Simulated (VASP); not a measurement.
HC2: single point with PBEsol

The system is HC2, a slab with vacuum.

```
CELL_PARAMETERS angstrom
5.04874 0.00000 0.00000
2.52437 4.37234 0.00000
0.00000 0.00000 16.77643
ATOMIC_POSITIONS crystal
H 0.16667 0.16667 0.05961
H 0.66667 0.16667 0.05961
H 0.16667 0.66667 0.05961
H 0.66667 0.66667 0.05961
H 0.49924 0.00031 0.34302
H 0.99883 0.50063 0.34305
H 0.49913 0.50085 0.34303
H 0.00052 0.99941 0.34302
C 0.16667 0.16667 0.12518
C 0.66667 0.16667 0.12518
C 0.16667 0.66667 0.12518
C 0.66667 0.66667 0.12518
C 0.83333 0.33333 0.15589
C 0.33333 0.33333 0.15589
C 0.83333 0.83333 0.15589
C 0.33333 0.83333 0.15589
C 0.83313 0.33344 0.24790
C 0.33313 0.33348 0.24788
C 0.83313 0.83352 0.24788
C 0.33316 0.83349 0.24783
C 0.99988 0.00010 0.27668
C 0.49973 0.00019 0.27667
C 0.99965 0.50023 0.27668
C 0.49972 0.50024 0.27668
```

| Property | Result |
| --- | --- |
| Program | VASP 6.6.1 |
| Task | single point |
| Functional | PBEsol |
| Potentials or basis | VASP PAW PBE potentials, release 64 (H, C) |
| Cutoff | 520 eV |
| k mesh | 3 × 3 × 1 |
| Occupations | fermi-dirac, width 0.02 eV |
| Spin | no spin polarisation |

```json
{"Largest force": "1.302 eV/Å", "Band gap on the k mesh": "2.96 eV"}
```

Forces on the atoms (eV/Å):
```
H   -0.001  0.001 -0.332
H   -0.001  0.001 -0.332
H   -0.001  0.000 -0.332
H    0.000  0.000 -0.332
H    0.009 -0.005  0.039
H    0.016 -0.008  0.034
H    0.007 -0.010  0.038
H   -0.004  0.011  0.046
C    0.000  0.001  1.301
C    0.000  0.000  1.301
C    0.000  0.000  1.301
C    0.000  0.000  1.302
C   -0.008  0.002 -1.023
C   -0.007  0.007 -1.027
C   -0.005  0.007 -1.029
C   -0.003  0.005 -1.042
C    0.001  0.007  0.009
C   -0.007  0.010  0.018
C   -0.004 -0.005  0.010
C   -0.003 -0.001  0.015
C   -0.002 -0.006  0.001
C    0.004 -0.001  0.010
C    0.007 -0.006  0.015
C    0.000 -0.008  0.009
```

Levels at points of the mesh, in eV from the valence-band top:
| k point | band 34 | band 35 | band 36 | band 37 | band 38 | band 39 |
| --- | --- | --- | --- | --- | --- | --- |
| (0.00, 0.00, 0.00) | -1.47 | 0.00 | 0.00 | 2.96 | 3.38 | 4.78 |

Wall time 7.5 min on 1 thread of Intel Xeon 8259CL, with other jobs on the host, peak memory 0.47 GiB.

Caveat: the k points lie up to 0.48 Å⁻¹ apart; there is no dipole correction, which matters where the two faces differ; the PAW data sets were made with another functional, which shifts forces and pressure a little.
